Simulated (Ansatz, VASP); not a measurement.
**Fe: VASP beside Ansatz**

The input INCAR:

```
PREC = Accurate ; ENCUT = 520
EDIFF = 1E-6 ; ISMEAR = -1
SIGMA = 0.05 ; LREAL = F
LASPH = T ; NELM = 150
ALGO = Normal ; ISIF = 2
LWAVE = F ; LCHARG = T
ISPIN = 2 ; MAGMOM = 3
LORBIT = 11 ; LMAXMIX = 4
GGA = PE ; LELF = T
LVHAR = T ; NBANDS = 14
```

File KPOINTS:

```
regular mesh
0
Gamma
  16 16 16
```

File POSCAR:

```
Fe
1.0
    0.0000000000      1.9029048968      1.9651051623
    1.4684709157      0.0000000000      1.9651051623
    1.4684709157      1.9029048968      0.0000000000
Fe
1
Direct
    0.0000000000      0.0000000000      0.0000000000
```

Input for Ansatz:

```yaml
crystal:
  lattice:
    - [0.0, 1.9029048968, 1.9651051623]
    - [1.4684709157, 0.0, 1.9651051623]
    - [1.4684709157, 1.9029048968, 0.0]
  atoms:
    - { symbol: Fe, position: [0.0, 0.0, 0.0], spin: 3.0 }
magnetization:
  spin_polarized: true
kpoints:
  mp_grid: { grid: [16, 16, 16] }
  band_path:
    path:
      - [0.0, 0.0, 0.0]
      - [0.5, 0.0, 0.5]
      - [0.5, 0.2407243409, 0.7407243409]
      - [0.5, 0.7592756591, 0.2592756591]
      - [0.5, 0.5, 0.0]
      - [0.9353767325, 0.5, 0.4353767325]
      - [0.0646232675, 0.5, 0.5646232675]
      - [0.0, 0.5, 0.5]
      - [0.068916996, 0.568916996, 0.5]
    npoints: 5
scf:
  occupations: { method: fermi_dirac, width: 0.05 }
hamiltonian:
  xc: pbe
  pseudopotentials: { kind: all_electron, lapw: { basis_error: 0.0005 } }
output:
  forces: true
  stress: true
  eigenvalues: true
```

Change from the starting cell: equal xx and yy strain of -2 %.

Alike in both runs: task single point; functional PBE; k mesh 16 × 16 × 16; occupations fermi-dirac, width 0.05 eV; collinear spin.

|  | VASP | Ansatz |
| --- | --- | --- |
| version | VASP 6.6.1 | Ansatz 0.2.0 |
| potentials or method | VASP PAW PBE potentials, release 64 (Fe), cutoff 520 eV | all-electron LAPW, scalar-relativistic |

VASP gave:

- pressure (GPa): 7.5
- traceless stress, the component that is largest in VASP (GPa): 5.79
- net moment per atom (μB): 2.14
- size of the moment on the site where the two differ most (μB): 2.13

**Question.** Estimate Ansatz's values.

**Answer.** Pressure (GPa): 7.3; traceless stress, the component that is largest in VASP (GPa): 6.09; net moment per atom (μB): 2.11; size of the moment on the site where the two differ most (μB): 2.16.

Site moments also hang on the region over which each program counts them. Ansatz ran all-electron here, and VASP with PAW potentials.
